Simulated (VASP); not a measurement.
# In26P27 (a cell with a defect) in VASP: further runs, part 2 of 2

VASP 6.6.1. The steps go on from the part before.

### Step 3. Single point, PBE, collinear spin

Contents of INCAR:

```
SYSTEM = In26P27
PREC = Accurate
ENCUT = 400
EDIFF = 1E-6
ISMEAR = 0
SIGMA = 0.05
LREAL = Auto
LASPH = .True.
NELM = 200
ALGO = Normal
ISIF = 2
LWAVE = .False.
LCHARG = .False.
ISPIN = 2
MAGMOM = 0.01 0.01 0.01 0 0.01 0.01 0.01 0 0.01 0 0.01 0 0 0 0.01 0 0 0.01 0.01 0 0.01 0 0 0 0 0 0.25 0.09 0.25 0.09 0.09 0.02 0.25 0.02 0.02 0.09 0.09 0.02 0.09 0.01 0.01 0.02 0.01 0.02 0.25 0.02 0.02 0.02 0.01 0.02 0.02 0.02 0.01
LORBIT = 11
GGA = PE
NBANDS = 272
GGA_COMPAT = .False.
```

Contents of KPOINTS:

```
Automatic mesh
0
Gamma
  1 1 1
  0 0 0
```

Contents of POSCAR:

```
In26P27
1.0
    0.0000000000      8.7915000000      8.7915000000
    8.7915000000      0.0000000000      8.7915000000
    8.7915000000      8.7915000000      0.0000000000
In P
26 27
Direct
    0.0017757347      0.0016805386      0.3263981329
    0.0017861422      0.0015770922      0.6700905351
    0.0018095384      0.3263208678      0.0016700992
    0.0005471020      0.3331044397      0.3331162134
    0.0018937334      0.3262916417      0.6700844889
    0.0017144055      0.6700167169      0.0015622583
    0.0017755287      0.6700525675      0.3264541102
    0.0000213000      0.6665865883      0.6665896517
    0.3262750815      0.0017538132      0.0016477523
    0.3332568611      0.0003945212      0.3330835512
    0.3264589140      0.0017237008      0.6700056023
    0.3332609178      0.3331143009      0.0003582625
    0.3332737814      0.3331353895      0.3330787612
    0.3328320631      0.3326841568      0.6671558659
    0.3264315460      0.6701172912      0.0016083650
    0.3328454393      0.6671956483      0.3326222858
    0.3328589852      0.6671970170      0.6671674404
    0.6701141766      0.0015570253      0.0015476711
    0.6702226780      0.0016072635      0.3264897353
    0.6666801599     -0.0001099296      0.6666447835
    0.6702088289      0.3264450474      0.0016140093
    0.6673423889      0.3326937321      0.3326313420
    0.6673484896      0.3327093617      0.6671751267
    0.6666377290      0.6666345469     -0.0001305088
    0.6673514479      0.6672041762      0.3326660383
    0.6667207260      0.6665789192      0.6666495590
    0.0773151354      0.0773815204      0.0774304921
    0.0829634774      0.0828027420      0.4170988501
    0.0775382787      0.0773322748      0.7675423467
    0.0829652810      0.4170339008      0.0828054401
    0.0829743759      0.4170465188      0.4170749334
    0.0827624838      0.4162245253      0.7504648146
    0.0774955196      0.7672232059      0.0774993109
    0.0827583020      0.7504962470      0.4162106932
    0.0827574191      0.7504331743      0.7503932583
    0.4171149441      0.0828063227      0.0827642596
    0.4172313730      0.0828279541      0.4169995200
    0.4163258593      0.0826058793      0.7504710719
    0.4172021331      0.4171075747      0.0827531286
    0.4167610696      0.4166127703      0.4165412735
    0.4167792903      0.4166005722      0.7499294643
    0.4162685063      0.7505704989      0.0825147727
    0.4167698340      0.7499722160      0.4165481784
    0.4163691393      0.7505178134      0.7504310985
    0.7671120911      0.0774997074      0.0775608908
    0.7506155344      0.0826054213      0.4162707340
    0.7506252935      0.0825891636      0.7503938420
    0.7506196207      0.4162734505      0.0825401975
    0.7501340324      0.4166066462      0.4165631436
    0.7507072633      0.4162054789      0.7504324592
    0.7505531475      0.7504237499      0.0825470833
    0.7506266651      0.7504409790      0.4162675717
    0.7500666337      0.7499424577      0.7499148751
```

Potentials or basis: VASP PAW PBE potentials, release 64 (In_d, P).

Started as:

```bash
cat potpaw_PBE.64/In_d/POTCAR potpaw_PBE.64/P/POTCAR > POTCAR
mpirun -np 1 vasp_gam > vasp.out
```

OUTCAR:

```text
SYSTEM = In26P27
   PREC = Accurate
   ENCUT = 400
   EDIFF = 1E-6
   ISMEAR = 0
   LREAL = Auto
   LASPH = .True.
   NELM = 200
   ISIF = 2
   ISPIN = 2
   LORBIT = 11
   GGA = PE

 ion  position               nearest neighbor table
   1  0.002  0.002  0.326-  27 2.53  46 2.55  34 2.55  28 2.57
   2  0.002  0.002  0.670-  29 2.53  35 2.55  47 2.55  28 2.57
   3  0.002  0.326  0.002-  27 2.53  48 2.55  32 2.55  30 2.57
   4  0.001  0.333  0.333-  28 2.54  30 2.54  31 2.54  49 2.54
   5  0.002  0.326  0.670-  29 2.53  32 2.55  50 2.55  31 2.57
   6  0.002  0.670  0.002-  33 2.53  51 2.55  35 2.55  30 2.57
[... 33 lines left out ...]
  40  0.417  0.417  0.417-  13 2.54  22 2.54  16 2.54  14 2.54
  41  0.417  0.417  0.750-  12 2.54  23 2.54  17 2.54  14 2.54
  42  0.416  0.751  0.083-  16 2.54  24 2.54   9 2.55  15 2.55
  43  0.417  0.750  0.417-  10 2.54  25 2.54  17 2.54  16 2.54
  44  0.416  0.751  0.750-  17 2.54  26 2.54  15 2.55  11 2.55
  45  0.767  0.077  0.078-  19 2.53  21 2.53  18 2.53
  46  0.751  0.083  0.416-  22 2.54  20 2.54   1 2.55  19 2.55
  47  0.751  0.083  0.750-  23 2.54  20 2.54  18 2.55   2 2.55
  48  0.751  0.416  0.083-  22 2.54  24 2.54  21 2.55   3 2.55
  49  0.750  0.417  0.417-   4 2.54  25 2.54  23 2.54  22 2.54
  50  0.751  0.416  0.750-  23 2.54  26 2.54  21 2.55   5 2.55
  51  0.751  0.750  0.083-  25 2.54  24 2.54  18 2.55   6 2.55
  52  0.751  0.750  0.416-  25 2.54  26 2.54   7 2.55  19 2.55
  53  0.750  0.750  0.750-  20 2.54  24 2.54   8 2.54  26 2.54

  LATTYP: Found a face centered cubic cell.
 ALAT       =    17.5830000000

  Lattice vectors:

 A1 = (   0.0000000000,   8.7915000000,   8.7915000000)
 A2 = (   8.7915000000,   0.0000000000,   8.7915000000)
 A3 = (   8.7915000000,   8.7915000000,   0.0000000000)

Analysis of symmetry for initial positions (statically):
=====================================================================
 Subroutine PRICEL returns:
 Original cell was already a primitive cell.

 Routine SETGRP: Setting up the symmetry group for a
 face centered cubic supercell.

 Subroutine GETGRP returns: Found  1 space group operations
 (whereof  1 operations were pure point group operations)
 out of a pool of 48 trial point group operations.

The static configuration has the point symmetry C_1 .

Analysis of symmetry for dynamics (positions and initial velocities):
=====================================================================
 Subroutine PRICEL returns:
 Original cell was already a primitive cell.

 Routine SETGRP: Setting up the symmetry group for a
 face centered cubic supercell.

 Subroutine GETGRP returns: Found  1 space group operations
 (whereof  1 operations were pure point group operations)
 out of a pool of 48 trial point group operations.

The dynamic configuration has the point symmetry C_1 .

Analysis of structural, dynamic, and magnetic symmetry:
=====================================================================
 Subroutine PRICEL returns:
 Original cell was already a primitive cell.

 Routine SETGRP: Setting up the symmetry group for a
 face centered cubic supercell.

 Subroutine GETGRP returns: Found  1 space group operations
 (whereof  1 operations were pure point group operations)
 out of a pool of 48 trial point group operations.

The overall configuration has the point symmetry C_1 .

 Subroutine INISYM returns: Found  1 space group operations
 (whereof  1 operations are pure point group operations),
 and found     1 'primitive' translations

[... 189 lines left out ...]
   IALGO  =     38    algorithm
   IMIX   =      4    mixing-type and parameters
     AMIX     =   0.40;   BMIX     =  1.00
     AMIX_MAG =   1.60;   BMIX_MAG =  1.00
  volume/ion in A,a.u.               =      25.64       173.04
  Fermi-wavevector in a.u.,A,eV,Ry     =   1.151566  2.176145 18.042749  1.326105
  Thomas-Fermi vector in A             =   2.288223
   LORBIT       =     11    0 simple, 1 ext, 2 COOP (PROOUT), +10 PAW based schemes
   GGA     = PE    functional components
   LHFCALC =     F    Hartree Fock is set to
   AEXX    =    0.0000 exact exchange contribution
   IVDW    =     0    specifies the selected vdW correction
   LEPSILON=     F    determine dielectric tensor
   LRPA    =     F    only Hartree local field effects (RPA)
 spin polarized calculation
 Gauss-broadening in eV      SIGMA  =   0.05
  energy-cutoff  :      400.00
  volume of cell :     1359.00
 maximum number of plane-waves:     12347
 NGX is ok and might be reduce to    84
   NGX = 41   NGY = 41   NGZ = 41

 number of electron     472.9999902 magnetization       2.9979125

 Free energy of the ion-electron system (eV)
  ---------------------------------------------------
  ext. energy  EPLUGINS =         0.00000000
  ---------------------------------------------------
  free energy    TOTEN  =      -210.29682195 eV

  energy without entropy =     -210.29655314  energy(sigma->0) =     -210.29668755

 E-fermi :   5.2077     XC(G=0):  -9.1406

 val. band max:        5.0879655384   @ k =   0.0000   0.0000   0.0000
 cond. band min:       5.3263393292   @ k =   0.0000   0.0000   0.0000
 fundamental gap:      0.2383737908
 Fermi energy:         5.2077206158

 spin component 1

 k-point     1 :       0.0000    0.0000    0.0000
  band No.  band energies     occupation
      1      -9.4245      1.00000
      2      -9.4244      1.00000
      3      -9.4076      1.00000
      4      -9.4075      1.00000
      5      -9.4075      1.00000
      6      -9.4073      1.00000
[... 240 lines left out ...]
    247       6.9615      0.00000
    248       7.0531      0.00000
 Fermi energy:         5.2077206158

 spin component 2

 k-point     1 :       0.0000    0.0000    0.0000
  band No.  band energies     occupation
      1      -9.4163      1.00000
      2      -9.4162      1.00000
      3      -9.4039      1.00000
      4      -9.4038      1.00000
      5      -9.4038      1.00000
      6      -9.4031      1.00000
[... 240 lines left out ...]
    247       7.0089      0.00000
    248       7.0692      0.00000
 [bands above 248 left out]

------------------------ aborting loop because EDIFF is reached ----------------------------------------

  FORCE on cell =-STRESS in cart. coord.  units (eV):
  Direction    XX          YY          ZZ          XY          YZ          ZX
  --------------------------------------------------------------------------------------
  -------------------------------------------------------------------------------------
  Total       26.8651575     26.8593923     26.8642820     -0.0386351     -0.0013068     -0.0162121
  in kB       31.6724046     31.6656077     31.6713724     -0.0455485     -0.0015407     -0.0191131
  external PRESSURE =      31.6697949 kB  Pullay stress =       0.0000000 kB

 VOLUME and BASIS-vectors are now :
 -----------------------------------------------------------------------------
  energy-cutoff  :      400.00
  volume of cell :     1359.00
      direct lattice vectors                 reciprocal lattice vectors
     0.000000000  8.791500000  8.791500000    -0.056873116  0.056873116  0.056873116
     8.791500000  0.000000000  8.791500000     0.056873116 -0.056873116  0.056873116
     8.791500000  8.791500000  0.000000000     0.056873116  0.056873116 -0.056873116

 POSITION                                       TOTAL-FORCE (eV/Angst)
 -----------------------------------------------------------------------------------
      2.88430      2.88514      0.03039        -0.003669     -0.002615      0.008998
      5.90497      5.90680      0.02957         0.003522      0.001713      0.008903
      2.88353      0.03059      2.88476        -0.002325      0.006780     -0.002327
      5.85708      2.93340      2.93330        -0.000756      0.002231      0.002493
      8.75964      5.90770      2.88524        -0.007469      0.000938     -0.003143
      5.90419      0.02881      5.90552         0.001727      0.007693      0.001496
[... 45 lines left out ...]
     10.25712     10.25875     13.19664         0.002494      0.000812     -0.006138
     13.18600     13.18709     13.18733        -0.000829     -0.000455     -0.000927
 -----------------------------------------------------------------------------------
    total drift:                               -0.003853     -0.000444     -0.000787

  FREE ENERGIE OF THE ION-ELECTRON SYSTEM (eV)
  ---------------------------------------------------
  free  energy   TOTEN  =      -210.2968219508 eV

  energy  without entropy=     -210.2965531449  energy(sigma->0) =     -210.29668755

 total charge

# of ion       s       p       d       tot
------------------------------------------
    1        0.806   0.767   9.898  11.471
    2        0.806   0.767   9.898  11.471
    3        0.806   0.767   9.898  11.471
    4        0.800   0.783   9.901  11.484
    5        0.806   0.767   9.898  11.471
    6        0.806   0.767   9.898  11.471
[... 45 lines left out ...]
   52        1.003   1.539   0.000   2.542
   53        1.002   1.545   0.000   2.547
--------------------------------------------------
tot         48.204  61.110 257.418 366.733

 magnetization (x)

# of ion       s       p       d       tot
------------------------------------------
    1       -0.004   0.005   0.008   0.009
    2       -0.004   0.005   0.008   0.009
    3       -0.004   0.005   0.008   0.009
    4       -0.002  -0.003   0.005  -0.001
    5       -0.004   0.005   0.008   0.009
    6       -0.004   0.005   0.008   0.009
[... 45 lines left out ...]
   52        0.000   0.016   0.000   0.016
   53        0.000   0.011   0.000   0.011
--------------------------------------------------
tot          0.024   1.441   0.132   1.598
```

Wall time 46 min (1 thread of AMD EPYC 7R13, shared host); peak memory 1.4 GiB.

What came out:

```yaml
Free_energy: -210.2968 eV
Pressure: 3.2 GPa
Largest_force: 0.011 eV/Å
Net_moment: 3.00 μB per cell
Site_moments: In +0.01, -0.00, +0.00 (each value once); P +0.20, +0.07, +0.02, +0.01 (each value once) μB
Valence_electrons_inside_the_program's_atomic_spheres: In 11.47, 11.48 (each value once); P 2.48, 2.53, 2.54, 2.55 (each value once)
```

Forces in eV/Å, atoms in the order of the input:
```
In  -0.004 -0.003  0.009
In   0.004  0.002  0.009
In  -0.002  0.007 -0.002
In  -0.001  0.002  0.002
In  -0.007  0.001 -0.003
In   0.002  0.008  0.001
In  -0.009 -0.001  0.002
In  -0.002  0.001  0.002
In   0.008 -0.001 -0.003
In   0.000 -0.001  0.003
In   0.002 -0.006 -0.002
In   0.001  0.003  0.000
In  -0.003 -0.002  0.000
In   0.001  0.001  0.002
In   0.001  0.000 -0.007
In   0.001 -0.001  0.002
In   0.001 -0.001  0.000
In   0.010  0.001  0.002
In  -0.001 -0.008  0.001
In   0.001  0.000  0.003
In  -0.002  0.000 -0.008
In   0.001  0.002  0.001
In  -0.001  0.003  0.001
In   0.002  0.001 -0.001
In   0.000  0.000  0.002
In  -0.002  0.000  0.000
P    0.004  0.007  0.008
P   -0.001 -0.002 -0.001
P   -0.002 -0.005  0.006
P   -0.001 -0.002 -0.002
P    0.001  0.000 -0.001
P    0.003 -0.002  0.003
P   -0.002  0.005 -0.001
P    0.002  0.004 -0.004
P   -0.006 -0.001 -0.003
P   -0.001  0.000 -0.001
P    0.002  0.002 -0.002
P   -0.003  0.000  0.004
P    0.000  0.000  0.001
P    0.001  0.001 -0.001
P   -0.001 -0.002 -0.001
P   -0.003  0.005  0.000
P    0.000  0.000 -0.002
P   -0.005  0.001  0.001
P    0.002 -0.002  0.000
P    0.004  0.001 -0.004
P   -0.001 -0.007 -0.003
P    0.004 -0.002  0.001
P    0.000 -0.002 -0.002
P    0.002 -0.006  0.001
P   -0.002 -0.001 -0.006
P    0.002  0.001 -0.006
P   -0.001  0.000 -0.001
```

Caveat: the k points lie up to 0.62 Å⁻¹ apart; spin-orbit coupling is left out, which moves the levels of the heavy elements.
